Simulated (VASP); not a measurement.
# WC (P-1) in VASP: single point with PBEsol

Aim: the single point of WC with PBEsol.

Program: VASP 6.6.1. These are calculated values, not measurements. Logs are shortened: lines on timing, memory, paths and dates and some standing lists are left out, and cuts for length are marked.

## 1. The cell of the first run

The typed cell holds 4 atoms: a = 3.073 Å, b = 3.073 Å, c = 4.345 Å, α = 90.00°, β = 90.00°, γ = 90.00°.

## 2. Single point, PBEsol

INCAR

```
SYSTEM = WC
PREC     = Accurate       ! precision mode
ENCUT    = 520            ! plane-wave cutoff, eV
EDIFF    = 1E-6           ! SCF threshold, eV
ISMEAR   = 0              ! smearing method
SIGMA    = 0.15           ! smearing width, eV
LREAL    = .FALSE.        ! projectors in reciprocal space
LASPH    = .TRUE.         ! aspherical terms in the spheres
NELM     = 100            ! most SCF steps
ALGO     = Normal         ! electronic algorithm
ISIF     = 2              ! what is computed and relaxed
LWAVE    = .FALSE.        ! write WAVECAR
LCHARG   = .FALSE.        ! write CHGCAR
GGA      = PS             ! functional
NBANDS   = 26             ! bands
```

KPOINTS

```
regular mesh
0
G
  12 12 8
  0 0 0
```

POSCAR

```
WC
1.0
    0.0000000000     -2.1726853746     -2.1726853746
    0.0000000000      2.1726853746     -2.1726853746
    4.3453707493      0.0000000000      0.0000000000
W C
2 2
Direct
    0.4202513460      0.4669095494      0.4863552779
    0.0797486540      0.0330904506      0.0136447221
    0.5421005258      0.5426264726     -0.0071697514
   -0.0421005258     -0.0426264726      0.5071697514
```

Potentials or basis: VASP PAW PBE potentials, release 64 (W_sv, C).

Started as:

```bash
$ cat potpaw_PBE.64/W_sv/POTCAR potpaw_PBE.64/C/POTCAR > POTCAR
$ mpirun -np 1 vasp_std > vasp.out
```

OUTCAR:

```text
SYSTEM = WC
   PREC = Accurate
   ENCUT = 520
   EDIFF = 1E-6
   ISMEAR = 0
   LREAL = .FALSE.
   LASPH = .TRUE.
   NELM = 100
   ISIF = 2
   GGA = PS

 ion  position               nearest neighbor table
   1  0.420  0.467  0.486-   4 2.07   4 2.12   3 2.19   4 2.24   3 2.24   4 2.28   2 2.66   2 2.85
                             2 2.89   2 3.06   2 3.18   2 3.34   2 3.37
   2  0.080  0.033  0.014-   3 2.07   3 2.12   4 2.19   3 2.24   4 2.24   3 2.28   1 2.66   1 2.85
                             1 2.89   1 3.06   1 3.18   1 3.34   1 3.37
   3  0.542  0.543  0.993-   2 2.07   2 2.12   1 2.19   2 2.24   1 2.24   2 2.28
   4  0.958  0.957  0.507-   1 2.07   1 2.12   2 2.19   1 2.24   2 2.24   1 2.28

  LATTYP: Found a simple tetragonal cell.
 ALAT       =     3.0726411235
 C/A-ratio  =     1.4142135624

  Lattice vectors:

 A1 = (   0.0000000000,  -2.1726853746,  -2.1726853746)
 A2 = (   0.0000000000,   2.1726853746,  -2.1726853746)
 A3 = (   4.3453707493,   0.0000000000,   0.0000000000)

Analysis of symmetry for initial positions (statically):
=====================================================================
 Subroutine PRICEL returns:
 Original cell was already a primitive cell.

 Routine SETGRP: Setting up the symmetry group for a
 simple tetragonal supercell.

 Subroutine GETGRP returns: Found  2 space group operations
 (whereof  1 operations were pure point group operations)
 out of a pool of 16 trial point group operations.

The static configuration has the point symmetry C_1 .
 The point group associated with its full space group is S_2 .

Analysis of symmetry for dynamics (positions and initial velocities):
=====================================================================
 Subroutine PRICEL returns:
 Original cell was already a primitive cell.

 Routine SETGRP: Setting up the symmetry group for a
 simple tetragonal supercell.

 Subroutine GETGRP returns: Found  2 space group operations
 (whereof  1 operations were pure point group operations)
 out of a pool of 16 trial point group operations.

The dynamic configuration has the point symmetry C_1 .
 The point group associated with its full space group is S_2 .

 Subroutine INISYM returns: Found  2 space group operations
 (whereof  1 operations are pure point group operations),
 and found     1 'primitive' translations

----------------------------------------------------------------------------------------

                                     Primitive cell

  volume of cell :      41.0252

  direct lattice vectors                    reciprocal lattice vectors
     0.000000000 -2.172685375 -2.172685375     0.000000000 -0.230129961 -0.230129961
     0.000000000  2.172685375 -2.172685375     0.000000000  0.230129961 -0.230129961
     4.345370749  0.000000000  0.000000000     0.230129961  0.000000000  0.000000000

  length of vectors
     3.072641124  3.072641124  4.345370749     0.325452912  0.325452912  0.230129961

  position of ions in fractional coordinates (direct lattice)
     0.420251346  0.466909549  0.486355278
     0.079748654  0.033090451  0.013644722
     0.542100526  0.542626473  0.992830249
     0.957899474  0.957373527  0.507169751

  ion indices of the primitive-cell ions
   primitive index   ion index
                 1           1
                 2           2
                 3           3
                 4           4

----------------------------------------------------------------------------------------

 KPOINTS: regular mesh

Automatic generation of k-mesh.
 Grid dimensions read from file:
 generate k-points for:   12   12    8

 Generating k-lattice:

  Cartesian coordinates                     Fractional coordinates (reciprocal lattice)
     0.000000000 -0.019177497 -0.019177497     0.083333333  0.000000000  0.000000000
     0.000000000  0.019177497 -0.019177497     0.000000000  0.083333333  0.000000000
     0.028766245  0.000000000  0.000000000     0.000000000  0.000000000  0.125000000

  Length of vectors
     0.027121076  0.027121076  0.028766245

  Shift w.r.t. Gamma in fractional coordinates (k-lattice)
     0.000000000  0.000000000  0.000000000

 Subroutine IBZKPT returns following result:
 ===========================================

 Found    580 irreducible k-points:

 Following reciprocal coordinates:
            Coordinates               Weight
  0.000000  0.000000  0.000000      1.000000
  0.083333  0.000000  0.000000      2.000000
  0.000000  0.083333  0.000000      2.000000
  0.166667  0.000000  0.000000      2.000000
  0.000000  0.166667  0.000000      2.000000
  0.250000  0.000000  0.000000      2.000000
[... 16 lines left out ...]
  0.083333  0.250000  0.000000      2.000000
  0.333333  0.083333  0.000000      2.000000
 [... further k-points ...]
   k-points           NKPTS =    580   k-points in BZ     NKDIM =    580   number of bands    NBANDS=     26
   number of dos      NEDOS =    301   number of ions     NIONS =      4
   total plane-waves  NPLWV =  18432
   dimension x,y,z NGX =    24 NGY =   24 NGZ =   32
   dimension x,y,z NGXF=    48 NGYF=   48 NGZF=   64
   ions per type =               2   2
   NGX,Y,Z   is equivalent  to a cutoff of  12.99, 12.99, 12.24 a.u.
   NGXF,Y,Z  is equivalent  to a cutoff of  25.97, 25.97, 24.49 a.u.
 SYSTEM =  WC
   PREC   = accura    normal or accurate (medium, high low for compatibility)
   ISTART =      0    job   : 0-new  1-cont  2-samecut
   ICHARG =      2    charge: 1-file 2-atom 10-const
   ISPIN  =      1    spin polarized calculation?
   LNONCOLLINEAR =      F non collinear calculations
   LSORBIT =      F    spin-orbit coupling
   LASPH  =      T    aspherical Exc in radial PAW
   ENCUT  =  520.0 eV  38.22 Ry    6.18 a.u.   5.71  5.71  8.08*2*pi/ulx,y,z
   NELM   =    100;   NELMIN=  2; NELMDL= -5     # of ELM steps
   EDIFF  = 0.1E-05   stopping-criterion for ELM
   LREAL  =      F    real-space projection
   EDIFFG = 0.1E-04   stopping-criterion for IOM
   NSW    =      0    number of steps for IOM
   IBRION =     -1    ionic relax: 0-MD 1-quasi-New 2-CG
   NFREE  =      0    steps in history (QN), initial steepest desc. (CG)
   ISIF   =      2    stress and relaxation
   ISYM   =      2    0-nonsym 1-usesym 2-fastsym
   POTIM  = 0.5000    time-step for ionic-motion
   TEBEG  =    0.0;   TEEND  =   0.0 temperature during run
   PSTRESS=    0.0 pullay stress
   NELECT =      36.0000    total number of electrons
   NUPDOWN=      -1.0000    fix difference up-down
   EMIN   =  10.00;   EMAX   =-10.00  energy-range for DOS
   EFERMI =   0.00;   METHOD = LEGACY
   ISMEAR =     0;   SIGMA  =   0.15  broadening in eV -4-tet -1-fermi 0-gaus
   EFERMI_NEDOS =   21; number of points for ismear=-14 and -15
   IALGO  =     38    algorithm
   IMIX   =      4    mixing-type and parameters
     AMIX     =   0.40;   BMIX     =  1.00
     AMIX_MAG =   1.60;   BMIX_MAG =  1.00
  volume/ion in A,a.u.               =      10.26        69.21
  Fermi-wavevector in a.u.,A,eV,Ry     =   1.567324  2.961813 33.422780  2.456505
  Thomas-Fermi vector in A             =   2.669521
   LORBIT       =      0    0 simple, 1 ext, 2 COOP (PROOUT), +10 PAW based schemes
   GGA     = PS    functional components
   LHFCALC =     F    Hartree Fock is set to
   AEXX    =    0.0000 exact exchange contribution
   IVDW    =     0    specifies the selected vdW correction
   LEPSILON=     F    determine dielectric tensor
   LRPA    =     F    only Hartree local field effects (RPA)
 non-spin polarized calculation
 Gauss-broadening in eV      SIGMA  =   0.15
  energy-cutoff  :      520.00
  volume of cell :       41.03
 maximum number of plane-waves:      1136
   NGX = 11   NGY = 11   NGZ = 17

 number of electron      35.9999999 magnetization

 Free energy of the ion-electron system (eV)
  ---------------------------------------------------
  ext. energy  EPLUGINS =         0.00000000
  ---------------------------------------------------
  free energy    TOTEN  =       -45.71540728 eV

  energy without entropy =      -45.69668321  energy(sigma->0) =      -45.70604525

 E-fermi :  12.1903     XC(G=0): -13.9850

 val. band max:       12.1902243892   @ k =   0.5000  -0.2500   0.3750
 cond. band min:      12.1911497562   @ k =   0.0833  -0.4167   0.3750
 fundamental gap:      0.0009253670
 Fermi energy:        12.1902651615

 k-point     1 :       0.0000    0.0000    0.0000
  band No.  band energies     occupation
      1     -62.7144      2.00000
      2     -62.6188      2.00000
      3     -27.3726      2.00000
      4     -27.0219      2.00000
      5     -26.9025      2.00000
      6     -26.8115      2.00000
[... 18 lines left out ...]
     25      16.6133      0.00000
     26      19.0516      0.00000

 k-point     2 :       0.0833    0.0000    0.0000
  band No.  band energies     occupation
      1     -62.7128      2.00000
      2     -62.6184      2.00000
      3     -27.3653      2.00000
      4     -27.0174      2.00000
      5     -26.9256      2.00000
      6     -26.8274      2.00000
[... 18 lines left out ...]
     25      16.6463      0.00000
     26      19.0096      0.00000

 k-point     3 :       0.0000    0.0833    0.0000
  band No.  band energies     occupation
      1     -62.7121      2.00000
      2     -62.6191      2.00000
      3     -27.3603      2.00000
      4     -27.0437      2.00000
      5     -26.9016      2.00000
      6     -26.8183      2.00000
[... 18 lines left out ...]
     25      16.7436      0.00000
     26      18.9648      0.00000

 k-point     4 :       0.1667    0.0000    0.0000
  band No.  band energies     occupation
      1     -62.7086      2.00000
      2     -62.6174      2.00000
      3     -27.3453      2.00000
      4     -27.0099      2.00000
      5     -26.9809      2.00000
      6     -26.8800      2.00000
[... 18 lines left out ...]
     25      16.7546      0.00000
     26      18.8521      0.00000

 k-point     5 :       0.0000    0.1667    0.0000
  band No.  band energies     occupation
      1     -62.7057      2.00000
      2     -62.6202      2.00000
      3     -27.3259      2.00000
      4     -27.1004      2.00000
      5     -26.9121      2.00000
      6     -26.8393      2.00000
[... 18 lines left out ...]
     25      17.0677      0.00000
     26      18.7090      0.00000

 k-point     6 :       0.2500    0.0000    0.0000
  band No.  band energies     occupation
      1     -62.7028      2.00000
      2     -62.6162      2.00000
      3     -27.3192      2.00000
      4     -27.0720      2.00000
      5     -26.9803      2.00000
      6     -26.9600      2.00000
[... 427 lines left out ...]
 k-point    21 :      -0.0833    0.2500    0.0000
  band No.  band energies     occupation
      1     -62.6950      2.00000
      2     -62.6218      2.00000
      3     -27.2772      2.00000
      4     -27.1655      2.00000
      5     -26.9801      2.00000
      6     -26.8760      2.00000
[... 18 lines left out ...]
     25      17.6032      0.00000
     26      18.3900      0.00000

 k-point    22 :      -0.2500    0.0833    0.0000
  band No.  band energies     occupation
      1     -62.7007      2.00000
      2     -62.6163      2.00000
      3     -27.3097      2.00000
      4     -27.0671      2.00000
      5     -27.0032      2.00000
      6     -26.9711      2.00000
[... 18 lines left out ...]
     25      17.5285      0.00000
     26      18.5214      0.00000

 k-point    23 :       0.0833    0.2500    0.0000
  band No.  band energies     occupation
      1     -62.6948      2.00000
      2     -62.6220      2.00000
      3     -27.2738      2.00000
      4     -27.1727      2.00000
      5     -26.9771      2.00000
      6     -26.8397      2.00000
[... 18 lines left out ...]
     25      17.9929      0.00000
     26      18.6579      0.00000

 k-point    24 :       0.3333    0.0833    0.0000
  band No.  band energies     occupation
      1     -62.6946      2.00000
      2     -62.6153      2.00000
      3     -27.2874      2.00000
      4     -27.1586      2.00000
      5     -27.0343      2.00000
      6     -26.9675      2.00000
[... 18 lines left out ...]
     25      19.0044      0.00000
     26      19.6217      0.00000

 [... further k-points ...]

------------------------ aborting loop because EDIFF is reached ----------------------------------------

  FORCE on cell =-STRESS in cart. coord.  units (eV):
  Direction    XX          YY          ZZ          XY          YZ          ZX
  --------------------------------------------------------------------------------------
  -------------------------------------------------------------------------------------
  Total        0.5281050      0.2493307      4.1897285      0.4655541      0.6910684      0.7150596
  in kB       20.6243539      9.7372408    163.6236018     18.1815197     26.9886451     27.9255866
  external PRESSURE =      64.6617322 kB  Pullay stress =       0.0000000 kB

 VOLUME and BASIS-vectors are now :
 -----------------------------------------------------------------------------
  energy-cutoff  :      520.00
  volume of cell :       41.03
      direct lattice vectors                 reciprocal lattice vectors
     0.000000000 -2.172685375 -2.172685375     0.000000000 -0.230129961 -0.230129961
     0.000000000  2.172685375 -2.172685375     0.000000000  0.230129961 -0.230129961
     4.345370749  0.000000000  0.000000000     0.230129961  0.000000000  0.000000000

 POSITION                                       TOTAL-FORCE (eV/Angst)
 -----------------------------------------------------------------------------------
      2.11339      0.10137     -1.92752         0.032651     -0.530960     -2.115601
      0.05929     -0.10137     -0.24516        -0.032651      0.530960      2.115601
      4.31422      0.00114     -2.35677        -0.257395     -0.897055     -0.149374
      2.20384     -0.00114     -4.16129         0.257395      0.897055      0.149374
 -----------------------------------------------------------------------------------
    total drift:                                0.000000      0.000000     -0.000000

  FREE ENERGIE OF THE ION-ELECTRON SYSTEM (eV)
  ---------------------------------------------------
  free  energy   TOTEN  =       -45.7154072829 eV

  energy  without entropy=      -45.6966832128  energy(sigma->0) =      -45.70604525
```

It took 5.3 min on 1 thread of Intel Xeon Platinum 8259CL at 2.50GHz (Skylake/Cascade Lake), shared host; peak memory 0.56 GiB.

Results:

```
Free energy            : -45.7154 eV
Pressure               : 6.5 GPa
Largest force          : 2.181 eV/Å
Band gap on the k mesh : zero (bands 18 and 19 overlap by 2.44 eV)
```

Forces in eV/Å, atoms in the order of the input:
```
W    0.033 -0.531 -2.116
W   -0.033  0.531  2.116
C   -0.257 -0.897 -0.149
C    0.257  0.897  0.149
```

Caveat: the cell stands under pressure; the PAW data sets were made with another functional, which shifts forces and pressure a little; spin-orbit coupling is left out, which moves the levels of the heavy elements.
